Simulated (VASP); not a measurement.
A run of VASP 6.6.1:

File INCAR:

```
PREC = Accurate ; ENCUT = 520
EDIFF = 1E-7 ; ISMEAR = -1
SIGMA = 0.08 ; LREAL = False
LASPH = True ; NELM = 100
ALGO = Normal ; ISIF = 2
LWAVE = False ; LCHARG = False
GGA = PE ; NBANDS = 11
```

File KPOINTS:

```
Automatic mesh
0
Gamma
  20 20 20
```

Contents of POSCAR:

```
C
1.0
    0.0000000000      1.7834000000      1.7298980000
    1.7834000000      0.0000000000      1.7298980000
    1.7834000000      1.7834000000      0.0000000000
C
2
Direct
    0.5000000000      0.5000000000      0.5000000000
    0.7500000000      0.7500000000      0.7500000000
```

Potentials or basis: VASP PAW PBE potentials, release 64 (C).

The run is started by

```bash
$ cat potpaw_PBE.64/C/POTCAR > POTCAR
$ mpirun -np 1 vasp_std > vasp.out
```

Hardware: 1 thread of Intel(R) Xeon(R) 6975P-C (Granite Rapids), on a shared host.

How long does it take, and how much memory?

Wall time 22 s on 1 thread of Intel(R) Xeon(R) 6975P-C (Granite Rapids), on a shared host, peak memory 0.16 GiB. Counts: scf iterations 11, k points 641.
